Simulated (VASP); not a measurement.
# MnO (Cm) in VASP: further runs

The runs below take MnO through single point, with LDA, PBEsol.

All numbers are computed with VASP 6.6.1; they aren't measurements. Logs are shortened: lines on timing, memory, paths and dates and some standing lists are left out, and cuts for length are marked.

### Step 1. The cell of the first run

The structure is monoclinic, space group Cm (No. 8). The conventional cell has a = 6.059 Å, b = 3.501 Å, c = 3.508 Å, α = 90.00°, β = 125.23°, γ = 90.00°. Mn (site symmetry m) has 4 O at 2.14 to 2.15 Å within 2.8 Å. O (site symmetry m) has 4 Mn at 2.14 to 2.15 Å within 2.8 Å.

### Step 2. Single point, LDA, collinear spin, ferromagnetic start

The input, INCAR:

```
SYSTEM = MnO
ALGO     = Normal         ! electronic algorithm
EDIFF    = 1E-6           ! SCF threshold, eV
ENCUT    = 520            ! plane-wave cutoff, eV
GGA      = CA             ! functional
ISIF     = 2              ! what is computed and relaxed
ISMEAR   = -1             ! smearing method
ISPIN    = 2              ! spin polarisation
LASPH    = .True.         ! aspherical terms in the spheres
LCHARG   = .True.         ! write CHGCAR
LELF     = .True.         ! ELF
LMAXMIX  = 4              ! l up to which the mixer works
LORBIT   = 11             ! projections on sites
LREAL    = .False.        ! projectors in reciprocal space
LVHAR    = .True.       
LWAVE    = .False.        ! write WAVECAR
MAGMOM   = 4 0            ! initial moments
NBANDS   = 20             ! bands
NELM     = 150            ! most SCF steps
PREC     = Accurate       ! precision mode
SIGMA    = 0.05           ! smearing width, eV
```

The input, KPOINTS:

```
k-points
0
Gamma
  9 9 9
  0 0 0
```

The input, POSCAR:

```
MnO
1.0
    3.0295689687     -1.7506562310      0.0000000000
    3.0295689687      1.7506562310      0.0000000000
   -2.0235529244      0.0000000000      2.8654273429
Mn O
1 1
Direct
    0.5001990000      0.5001990000      0.5006650000
    0.7498025000      0.7498025000      0.2493360000
```

Potentials or basis: VASP PAW LDA potentials, release 64 (Mn_pv, O).

Started as:

```console
cat potpaw_LDA.64/Mn_pv/POTCAR potpaw_LDA.64/O/POTCAR > POTCAR
mpirun -np 1 vasp_std > vasp.out
```

OUTCAR:

```text
SYSTEM = MnO
   EDIFF = 1E-6
   ENCUT = 520
   GGA = CA
   ISIF = 2
   ISMEAR = -1
   ISPIN = 2
   LASPH = .True.
   LORBIT = 11
   LREAL = .False.
   NELM = 150
   PREC = Accurate

 ion  position               nearest neighbor table
   1  0.500  0.500  0.501-   2 2.14   2 2.14   2 2.15   2 2.15
   2  0.750  0.750  0.249-   1 2.14   1 2.14   1 2.15   1 2.15

  LATTYP: Found a base centered monoclinic cell.
 ALAT       =     6.0591379374
 B/A-ratio  =     0.5778565364
 C/A-ratio  =     0.5789455757
 COS(beta)  =    -0.5768541066

  Lattice vectors:

 A1 = (   3.0295689687,  -1.7506562310,   0.0000000000)
 A2 = (   3.0295689687,   1.7506562310,   0.0000000000)
 A3 = (  -2.0235529244,   0.0000000000,   2.8654273429)

Analysis of symmetry for initial positions (statically):
=====================================================================
 Subroutine PRICEL returns:
 Original cell was already a primitive cell.

 Routine SETGRP: Setting up the symmetry group for a
 base centered monoclinic supercell.

 Subroutine GETGRP returns: Found  2 space group operations
 (whereof  2 operations were pure point group operations)
 out of a pool of  4 trial point group operations.

The static configuration has the point symmetry C_1h.

Analysis of symmetry for dynamics (positions and initial velocities):
=====================================================================
 Subroutine PRICEL returns:
 Original cell was already a primitive cell.

 Routine SETGRP: Setting up the symmetry group for a
 base centered monoclinic supercell.

 Subroutine GETGRP returns: Found  2 space group operations
 (whereof  2 operations were pure point group operations)
 out of a pool of  4 trial point group operations.

The dynamic configuration has the point symmetry C_1h.

Analysis of structural, dynamic, and magnetic symmetry:
=====================================================================
 Subroutine PRICEL returns:
 Original cell was already a primitive cell.

 Routine SETGRP: Setting up the symmetry group for a
 base centered monoclinic supercell.

 Subroutine GETGRP returns: Found  2 space group operations
 (whereof  2 operations were pure point group operations)
 out of a pool of  4 trial point group operations.

The overall configuration has the point symmetry C_1h.

 Subroutine INISYM returns: Found  2 space group operations
 (whereof  2 operations are pure point group operations),
 and found     1 'primitive' translations

----------------------------------------------------------------------------------------

                                     Primitive cell

  volume of cell :      30.3949

  direct lattice vectors                    reciprocal lattice vectors
     3.029568969 -1.750656231  0.000000000     0.165039979 -0.285607186  0.116550550
     3.029568969  1.750656231  0.000000000     0.165039979  0.285607186  0.116550550
    -2.023552924  0.000000000  2.865427343     0.000000000  0.000000000  0.348988085

  length of vectors
     3.499012057  3.499012057  3.507911101     0.349848096  0.349848096  0.348988085

  position of ions in fractional coordinates (direct lattice)
     0.500199000  0.500199000  0.500665000
     0.749802500  0.749802500  0.249336000

  ion indices of the primitive-cell ions
   primitive index   ion index
                 1           1
                 2           2

----------------------------------------------------------------------------------------

 KPOINTS: k-points

Automatic generation of k-mesh.
 Grid dimensions read from file:
 generate k-points for:    9    9    9

 Generating k-lattice:

  Cartesian coordinates                     Fractional coordinates (reciprocal lattice)
     0.018337775 -0.031734132  0.012950061     0.111111111  0.000000000 -0.000000000
     0.018337775  0.031734132  0.012950061     0.000000000  0.111111111 -0.000000000
     0.000000000  0.000000000  0.038776454     0.000000000  0.000000000  0.111111111

  Length of vectors
     0.038872011  0.038872011  0.038776454

  Shift w.r.t. Gamma in fractional coordinates (k-lattice)
     0.000000000  0.000000000  0.000000000

 Subroutine IBZKPT returns following result:
 ===========================================

 Found    205 irreducible k-points:

 Following reciprocal coordinates:
            Coordinates               Weight
  0.000000  0.000000  0.000000      1.000000
  0.111111  0.000000 -0.000000      4.000000
  0.222222 -0.000000 -0.000000      4.000000
  0.333333 -0.000000 -0.000000      4.000000
  0.444444 -0.000000 -0.000000      4.000000
  0.111111  0.111111 -0.000000      2.000000
[... 16 lines left out ...]
 -0.333333  0.333333  0.000000      2.000000
  0.444444  0.444444 -0.000000      2.000000
 [... further k-points ...]
   k-points           NKPTS =    205   k-points in BZ     NKDIM =    205   number of bands    NBANDS=     20
   number of dos      NEDOS =    301   number of ions     NIONS =      2
   total plane-waves  NPLWV =  21952
   dimension x,y,z NGX =    28 NGY =   28 NGZ =   28
   dimension x,y,z NGXF=    56 NGYF=   56 NGZF=   56
   ions per type =               1   1
   NGX,Y,Z   is equivalent  to a cutoff of  13.30, 13.30, 13.27 a.u.
   NGXF,Y,Z  is equivalent  to a cutoff of  26.61, 26.61, 26.54 a.u.
 SYSTEM =  MnO
   PREC   = accura    normal or accurate (medium, high low for compatibility)
   ISTART =      0    job   : 0-new  1-cont  2-samecut
   ICHARG =      2    charge: 1-file 2-atom 10-const
   ISPIN  =      2    spin polarized calculation?
   LNONCOLLINEAR =      F non collinear calculations
   LSORBIT =      F    spin-orbit coupling
   LASPH  =      T    aspherical Exc in radial PAW
   ENCUT  =  520.0 eV  38.22 Ry    6.18 a.u.   6.51  6.51  6.52*2*pi/ulx,y,z
   NELM   =    150;   NELMIN=  2; NELMDL= -5     # of ELM steps
   EDIFF  = 0.1E-05   stopping-criterion for ELM
   LREAL  =      F    real-space projection
   EDIFFG = 0.1E-04   stopping-criterion for IOM
   NSW    =      0    number of steps for IOM
   IBRION =     -1    ionic relax: 0-MD 1-quasi-New 2-CG
   NFREE  =      0    steps in history (QN), initial steepest desc. (CG)
   ISIF   =      2    stress and relaxation
   ISYM   =      2    0-nonsym 1-usesym 2-fastsym
   POTIM  = 0.5000    time-step for ionic-motion
   TEBEG  =    0.0;   TEEND  =   0.0 temperature during run
   PSTRESS=    0.0 pullay stress
   NELECT =      19.0000    total number of electrons
   NUPDOWN=      -1.0000    fix difference up-down
   EMIN   =  10.00;   EMAX   =-10.00  energy-range for DOS
   EFERMI =   0.00;   METHOD = LEGACY
   ISMEAR =    -1;   SIGMA  =   0.05  broadening in eV -4-tet -1-fermi 0-gaus
   EFERMI_NEDOS =   21; number of points for ismear=-14 and -15
   IALGO  =     38    algorithm
   IMIX   =      4    mixing-type and parameters
     AMIX     =   0.40;   BMIX     =  1.00
     AMIX_MAG =   1.60;   BMIX_MAG =  1.00
  volume/ion in A,a.u.               =      15.20       102.56
  Fermi-wavevector in a.u.,A,eV,Ry     =   1.399777  2.645196 26.658941  1.959377
  Thomas-Fermi vector in A             =   2.522803
   LORBIT       =     11    0 simple, 1 ext, 2 COOP (PROOUT), +10 PAW based schemes
   GGA     = CA    functional components
   LHFCALC =     F    Hartree Fock is set to
   AEXX    =    0.0000 exact exchange contribution
   IVDW    =     0    specifies the selected vdW correction
   LEPSILON=     F    determine dielectric tensor
   LRPA    =     F    only Hartree local field effects (RPA)
 spin polarized calculation
  energy-cutoff  :      520.00
  volume of cell :       30.39
 maximum number of plane-waves:       869
 NGX is ok and might be reduce to    28
   NGX = 13   NGY = 13   NGZ = 13

 number of electron      18.9999991 magnetization       4.9944245

 Free energy of the ion-electron system (eV)
  ---------------------------------------------------
  ext. energy  EPLUGINS =         0.00000000
  ---------------------------------------------------
  free energy    TOTEN  =       -17.15661963 eV

  energy without entropy =      -17.15446955  energy(sigma->0) =      -17.15554459

 E-fermi :   3.9527     XC(G=0): -10.4414

 val. band max:        3.9516290403   @ k =   0.0000   0.0000   0.0000
 cond. band min:       3.9604797939   @ k =  -0.1111  -0.1111   0.1111
 fundamental gap:      0.0088507536
 Fermi energy:         3.9527379347

 spin component 1

 k-point     1 :       0.0000    0.0000    0.0000
  band No.  band energies     occupation
      1     -45.8789      1.00000
      2     -45.8783      1.00000
      3     -45.8775      1.00000
      4     -14.6436      1.00000
      5      -1.3983      1.00000
      6      -1.3868      1.00000
[... 12 lines left out ...]
     19      20.2735      0.00000
     20      20.3712      0.00000
[... 507 lines left out ...]
 k-point    24 :       0.4444    0.4444   -0.0000
  band No.  band energies     occupation
      1     -45.8961      1.00000
      2     -45.8850      1.00000
      3     -45.8844      1.00000
      4     -14.1667      1.00000
      5      -2.2803      1.00000
      6      -0.6964      1.00000
[... 12 lines left out ...]
     19      24.5150      0.00000
     20      27.2749      0.00000

 [... further k-points ...]

 spin component 2

 k-point     1 :       0.0000    0.0000    0.0000
  band No.  band energies     occupation
      1     -41.5170      1.00000
      2     -41.5166      1.00000
      3     -41.5154      1.00000
      4     -14.1985      1.00000
      5      -0.1331      1.00000
      6      -0.1200      1.00000
[... 12 lines left out ...]
     19      21.5196      0.00000
     20      21.5406      0.00000
[... 507 lines left out ...]
 k-point    24 :       0.4444    0.4444   -0.0000
  band No.  band energies     occupation
      1     -41.5404      1.00000
      2     -41.5253      1.00000
      3     -41.5246      1.00000
      4     -13.7299      1.00000
      5      -1.3855      1.00000
      6       0.0938      1.00000
[... 12 lines left out ...]
     19      25.2335      0.00000
     20      28.2007      0.00000

 [... further k-points ...]
[... 5 lines left out ...]
  --------------------------------------------------------------------------------------
  -------------------------------------------------------------------------------------
  Total       -3.1474431     -3.1539342     -3.1922525      0.0000000      0.0000000      0.0057860
  in kB     -165.9080088   -166.2501706   -168.2700054      0.0000000      0.0000000      0.3049939
  external PRESSURE =    -166.8093950 kB  Pullay stress =       0.0000000 kB

 VOLUME and BASIS-vectors are now :
 -----------------------------------------------------------------------------
  energy-cutoff  :      520.00
  volume of cell :       30.39
      direct lattice vectors                 reciprocal lattice vectors
     3.029568969 -1.750656231  0.000000000     0.165039979 -0.285607186  0.116550550
     3.029568969  1.750656231  0.000000000     0.165039979  0.285607186  0.116550550
    -2.023552924  0.000000000  2.865427343     0.000000000  0.000000000  0.348988085

 POSITION                                       TOTAL-FORCE (eV/Angst)
 -----------------------------------------------------------------------------------
      2.01765      0.00000      1.43462         0.000604      0.000000     -0.005338
      4.03861      0.00000      0.71445        -0.000604      0.000000      0.005338
 -----------------------------------------------------------------------------------
    total drift:                               -0.000023      0.000000      0.000192

  FREE ENERGIE OF THE ION-ELECTRON SYSTEM (eV)
  ---------------------------------------------------
  free  energy   TOTEN  =       -17.1566196318 eV

  energy  without entropy=      -17.1544695517  energy(sigma->0) =      -17.15554459

 total charge

# of ion       s       p       d       tot
------------------------------------------
    1        0.220   6.176   4.910  11.307
    2        1.542   3.370   0.000   4.912
--------------------------------------------------
tot          1.763   9.546   4.910  16.219

 magnetization (x)

# of ion       s       p       d       tot
------------------------------------------
    1        0.032   0.045   4.333   4.410
    2        0.016   0.175   0.000   0.191
--------------------------------------------------
tot          0.049   0.219   4.333   4.601
```

Wall time 7.9 min (1 thread of Intel Xeon 8259CL, shared host); peak memory 0.3 GiB.

Results:

| Quantity | Value |
| --- | --- |
| Free energy | -17.1566 eV |
| Pressure | -16.7 GPa |
| Largest force | 0.005 eV/Å |
| Band gap on the k mesh | zero (filled and empty bands overlap) |
| Net moment | 4.99 μB per cell |
| Site moments | Mn +4.41; O +0.19 μB |
| Valence electrons inside the program's atomic spheres | Mn 11.31; O 4.91 |

Forces in eV/Å, atoms in the order of the input:
```
Mn   0.001  0.000 -0.005
O   -0.001  0.000  0.005
```

Caveat: the cell stands under tension; a cell with one magnetic atom can't hold antiferromagnetic order, which such compounds often take; semilocal functionals often make such compounds metallic where correlation or magnetic order opens a gap, which also shifts bond lengths. With open d or f shells a metallic result of LDA can be an artefact of self-interaction; +U or a hybrid may open a gap.

### Step 3. Single point, PBEsol, collinear spin, ferromagnetic start

The input, INCAR:

```
SYSTEM = MnO
PREC = Accurate
ENCUT = 520
EDIFF = 1E-6
ISMEAR = -1
SIGMA = 0.05
LREAL = .False.
LASPH = .True.
NELM = 150
ALGO = Normal
ISIF = 2
LWAVE = .False.
LCHARG = .True.
ISPIN = 2
MAGMOM = 4 0
LORBIT = 11
LMAXMIX = 4
GGA = PS
LELF = .True.
LVHAR = .True.
NBANDS = 20
```

The input, KPOINTS:

```
regular mesh
0
Gamma
  9 9 9
  0 0 0
```

POSCAR is that of step 2.

Potentials or basis: VASP PAW PBE potentials, release 64 (Mn_pv, O).

Started as:

```console
cat potpaw_PBE.64/Mn_pv/POTCAR potpaw_PBE.64/O/POTCAR > POTCAR
mpirun -np 1 vasp_std > vasp.out
```

It took 7.8 min on 1 thread of Intel Xeon 8259CL, shared host; peak memory 0.32 GiB.

It converged, with:

```
Free energy                                           : -16.9678 eV
Pressure                                              : -12.8 GPa
Largest force                                         : 0.004 eV/Å
Band gap on the k mesh                                : zero (filled and empty bands touch)
Net moment                                            : 5.00 μB per cell
Site moments                                          : Mn +4.45; O +0.16 μB
Valence electrons inside the program's atomic spheres : Mn 11.29; O 4.93
```

Forces on the atoms (eV/Å):
```
Mn   0.001  0.000 -0.004
O   -0.001  0.000  0.004
```

Stress tensor (GPa, compression positive):
```
-12.67   0.00   0.03
  0.00 -12.70   0.00
  0.03   0.00 -12.89
```

Levels at points of the mesh, in eV from the Fermi level:
Spin up:
```tsv
k point	band 8	band 9	band 10	band 11	band 12	band 13	band 14	band 15	band 16	band 17
(0.00, 0.00, 0.00)	-2.59	-2.59	-1.38	-0.01	-0.01	-0.01	11.33	11.40	11.40	16.22
```
Spin down:
| k point | band 4 | band 5 | band 6 | band 7 | band 8 | band 9 | band 10 | band 11 |
| --- | --- | --- | --- | --- | --- | --- | --- | --- |
| (0.00, 0.00, 0.00) | -18.31 | -3.98 | -3.97 | -3.96 | 0.00 | 1.72 | 1.73 | 3.32 |

Caveat: the cell stands under tension; the PAW data sets were made with another functional, which shifts forces and pressure a little; a cell with one magnetic atom can't hold antiferromagnetic order, which such compounds often take; semilocal functionals often make such compounds metallic where correlation or magnetic order opens a gap, which also shifts bond lengths.
